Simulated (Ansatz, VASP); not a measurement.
**I: VASP beside Ansatz**

```
I
1.0
     0.00000    2.60578    2.60578
     2.60578    0.00000    2.60578
     2.60578    2.60578    0.00000
I
1
Direct
  0.00000 0.00000 0.00000
```

Alike in both runs: task relaxation of cell and atoms; functional r2SCAN; k mesh 14 × 14 × 14; occupations gaussian, width 0.1 eV; no spin polarisation.

|  | VASP | Ansatz |
| --- | --- | --- |
| version | VASP 6.6.1 | Ansatz 0.2.0 |
| potentials or method | VASP PAW PBE potentials, release 64 (I), cutoff 600 eV | scalar-relativistic, plane waves, PAW |
| valence electrons in the cell | 7 | 17 |

```tsv
	VASP	Ansatz	Ansatz less VASP
gap on the k mesh at the Fermi level, each at its own relaxed structure (eV)	none	none	-
relaxed volume (Å³/atom)	35.33	35.39	+0.061
relaxed cell length with the largest relative difference (Å)	3.683	3.685	+0.0021
```

VASP's potentials were made for PBE, not for r2SCAN. A gap of «none» marks a metal or a gap that the smearing closes. VASP's potentials hold 7 valence electrons a cell and Ansatz's 17, so a difference there can come from the potentials and not from the codes.

Neither program's run includes spin-orbit coupling.
